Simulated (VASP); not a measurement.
Set up this calculation in VASP 6.6.1, as the native input.

- Task: single point
- Functional: PBE0
- Potentials or basis: VASP PAW PBE potentials, release 64 (K_sv, Ta_pv, O)
- Cutoff: 520 eV
- k mesh: 4 × 4 × 4
- Occupations: gaussian, width 0.01 eV
- Spin: no spin polarisation
- Dipole correction: no
- Grid for exact exchange (PRECFOCK): Fast
- Further INCAR settings: ALGO = Normal; EDIFF = 1e-06; NBANDS = 27
- Share of exact exchange: 0.25

Crystal: KTaO3.

```
K Ta O
1.0
     3.99013    0.00000    0.00000
     0.00000    3.99013    0.00000
     0.00000    0.00000    3.99013
K Ta O
1 1 3
Direct
  0.00000 0.00000 0.00000
  0.50000 0.50000 0.50000
  0.50000 0.50000 0.00000
  0.50000 0.00000 0.50000
  0.00000 0.50000 0.50000
```

These files were run (other wordings do the same):

POSCAR

```
KTaO3
1.0
    3.9901311161      0.0000000000      0.0000000000
    0.0000000000      3.9901311161      0.0000000000
    0.0000000000      0.0000000000      3.9901311161
K Ta O
1 1 3
Direct
    0.0000000000      0.0000000000      0.0000000000
    0.5000000000      0.5000000000      0.5000000000
    0.5000000000      0.5000000000      0.0000000000
    0.5000000000      0.0000000000      0.5000000000
    0.0000000000      0.5000000000      0.5000000000
```

INCAR.step1

```
SYSTEM = KTaO3
ALGO = Normal ; EDIFF = 1E-5
ENCUT = 520 ; GGA = PE
ISIF = 2 ; ISMEAR = 0
LASPH = .TRUE. ; LREAL = .FALSE.
LWAVE = .TRUE. ; NBANDS = 27
NELM = 100 ; PREC = Accurate
SIGMA = 0.01
```

INCAR.step2

```
SYSTEM = KTaO3
AEXX = 0.25 ; ALGO = Normal
EDIFF = 1E-6 ; ENCUT = 520
GGA = PE ; ISIF = 2
ISMEAR = 0 ; ISTART = 1
LASPH = .TRUE. ; LCHARG = .TRUE.
LELF = .TRUE. ; LHFCALC = .TRUE.
LREAL = .FALSE. ; LVHAR = .TRUE.
LWAVE = .FALSE. ; NBANDS = 27
NELM = 100 ; PREC = Accurate
PRECFOCK = Fast ; SIGMA = 0.01
```

KPOINTS

```
k-points
0
G
  4 4 4
  0 0 0
```

Potentials or basis: VASP PAW PBE potentials, release 64 (K_sv, Ta_pv, O).

Launch:

```sh
$ cat potpaw_PBE.64/K_sv/POTCAR potpaw_PBE.64/Ta_pv/POTCAR potpaw_PBE.64/O/POTCAR > POTCAR
$ cp INCAR.step1 INCAR
$ mpirun -np 1 vasp_std > vasp.out
$ cp INCAR.step2 INCAR
$ mpirun -np 1 vasp_std > vasp.out
```

It gave:

```json
{
 "Pressure": "-0.5 GPa",
 "Band gap on the k mesh": "4.25 eV (least direct gap 4.89 eV)"
}
```

Caveat: the PAW data sets were made with another functional, which shifts forces and pressure a little; spin-orbit coupling is left out, which moves the levels of the heavy elements.

It took 18 min on 1 thread of AMD EPYC 7R13 (shared host), peak memory 0.16 GiB.
